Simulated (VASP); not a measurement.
A run of VASP 6.6.1:

The input INCAR:

```
ALGO     = Fast           # electronic algorithm
EDIFF    = 1E-7           # SCF threshold, eV
ENCUT    = 520            # plane-wave cutoff, eV
GGA      = PS             # functional
ISIF     = 2              # what is computed and relaxed
ISMEAR   = 0              # smearing method
LASPH    = T              # aspherical terms in the spheres
LCHARG   = T              # write CHGCAR
LELF     = T              # ELF
LREAL    = F              # projectors in reciprocal space
LVHAR    = T            
LWAVE    = F              # write WAVECAR
NBANDS   = 17             # bands
NELM     = 100            # most SCF steps
PREC     = Accurate       # precision mode
SIGMA    = 0.15           # smearing width, eV
```

File KPOINTS:

```
k-points
0
Gamma
  18 18 10
```

File POSCAR:

```
Pt
1.0
    2.7606656158      0.0000000000      0.0517624803
   -1.3803328079      2.3908065546     -0.0258812401
    0.0898525125      0.0000000000      4.7921340000
Pt
2
Direct
    0.6666666667      0.3333333333      0.7500000000
    0.3333333333      0.6666666667      0.2500000000
```

Potentials or basis: VASP PAW PBE potentials, release 64 (Pt).

The run is started by

```bash
$ cat potpaw_PBE.64/Pt/POTCAR > POTCAR
$ mpirun -np 1 vasp_std > vasp.out
```

Hardware: 1 thread of Intel Xeon 8259CL, on a shared host.

Problem. How long does it take, and how much memory?

Solution. It took 13 min on 1 thread of Intel Xeon 8259CL, on a shared host, peak memory 0.45 GiB. Counts: scf iterations 14, k points 866.
